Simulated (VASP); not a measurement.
Mg3Sb2:

```
Mg Sb
1.0
     4.59524    0.00000    0.00000
    -2.29762    3.97960    0.00000
     0.00000    0.00000    7.27304
Mg Sb
3 2
Cartesian
  0.0000 2.6531 4.5981
  2.2976 1.3265 2.6749
  0.0000 0.0000 0.0000
  0.0000 2.6531 1.6417
  2.2976 1.3265 5.6314
```

- Program: VASP 6.6.1
- Task: relaxation of cell and atoms
- Functional: PBE
- Dispersion: D3(BJ)
- Potentials or basis: VASP PAW PBE potentials, release 64 (Mg, Sb)
- Cutoff: 600 eV
- k mesh: 9 × 9 × 6
- Occupations: gaussian, width 0.01 eV
- Spin: no spin polarisation

At the start: pressure -2.1 GPa; volume 26.60 Å³/atom.

Where does the relaxation end?

Over 9 steps the energy falls by 9.2 meV/atom and the volume is 25.29 Å³/atom (-4.9 %); space group P-3m1 (No. 164, to 0.05 Å).

The path:
| step | energy change (eV) | largest force (eV/Å) | pressure (GPa) | volume (Å³) |
| --- | --- | --- | --- | --- |
| 1 | 0.0000 | 0.0115 | -2.14 | 133.00 |
| 2 | -0.0431 | 0.1299 | 0.20 | 126.29 |
| 3 | -0.0433 | 0.1205 | 0.01 | 126.78 |
| 4 | -0.0446 | 0.0850 | 0.01 | 126.68 |
| 5 | -0.0458 | 0.0171 | 0.01 | 126.47 |
| 6 | -0.0459 | 0.0170 | 0.01 | 126.45 |
| 7 | -0.0459 | 0.0109 | -0.01 | 126.48 |
| 8 | -0.0459 | 0.0036 | -0.03 | 126.53 |
| 9 | -0.0459 | 0.0015 | 0.00 | 126.45 |

Final structure:
```
Mg Sb
1.0
     4.52107    0.00000    0.00000
    -2.26054    3.91536    0.00000
     0.00000    0.00000    7.14366
Mg Sb
3 2
Direct
  0.33333 0.66667 0.63125
  0.66667 0.33333 0.36875
  0.00000 0.00000 0.00000
  0.33333 0.66667 0.22288
  0.66667 0.33333 0.77712
```
